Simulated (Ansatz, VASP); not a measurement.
## One calculation of GaP, two programs

The input INCAR:

```
  PREC = Accurate
  ENCUT = 520
  EDIFF = 1E-6
  ISMEAR = -1
  SIGMA = 0.05
  LREAL = F
  LASPH = T
  NELM = 60
  ALGO = Normal
  ISIF = 2
  LWAVE = F
  LCHARG = T
  GGA = PE
  LELF = T
  LVHAR = T
  NBANDS = 16
```

Contents of KPOINTS:

```
Automatic mesh
0
Gamma
  10 10 10
```

The input POSCAR:

```
GaP
1.0
    0.0000000000      2.7432985392      2.7432985392
    2.7432985392      0.0000000000      2.7432985392
    2.7432985392      2.7432985392      0.0000000000
Ga P
1 1
Direct
    0.0000000000      0.0000000000      0.0000000000
    0.7500000000      0.7500000000      0.7500000000
```

Input for Ansatz:

```yaml
crystal:
  lattice:
    - [0.0, 2.7432985392, 2.7432985392]
    - [2.7432985392, 0.0, 2.7432985392]
    - [2.7432985392, 2.7432985392, 0.0]
  atoms:
    - { symbol: Ga, position: [0.0, 0.0, 0.0] }
    - { symbol: P, position: [0.75, 0.75, 0.75] }
kpoints:
  mp_grid: { grid: [10, 10, 10] }
scf:
  occupations: { method: fermi_dirac, width: 0.05 }
hamiltonian:
  xc: pbe
  pseudopotentials: { kind: all_electron, lapw: { basis_error: 0.0005 } }
output:
  forces: true
  stress: true
  eigenvalues: true
```

Change from the starting cell: volume scaled by 1.02.

Alike in both runs: task single point; functional PBE; k mesh 10 × 10 × 10; occupations fermi-dirac, width 0.05 eV; no spin polarisation.

|  | VASP | Ansatz |
| --- | --- | --- |
| version | VASP 6.6.1 | Ansatz 0.2.0 |
| potentials or method | VASP PAW PBE potentials, release 64 (Ga_d, P), cutoff 520 eV | all-electron LAPW, scalar-relativistic |

```csv
,VASP,Ansatz,Ansatz less VASP
pressure (GPa),0.8,0.8,+0.05
```

Ansatz ran all-electron here, and VASP with PAW potentials.
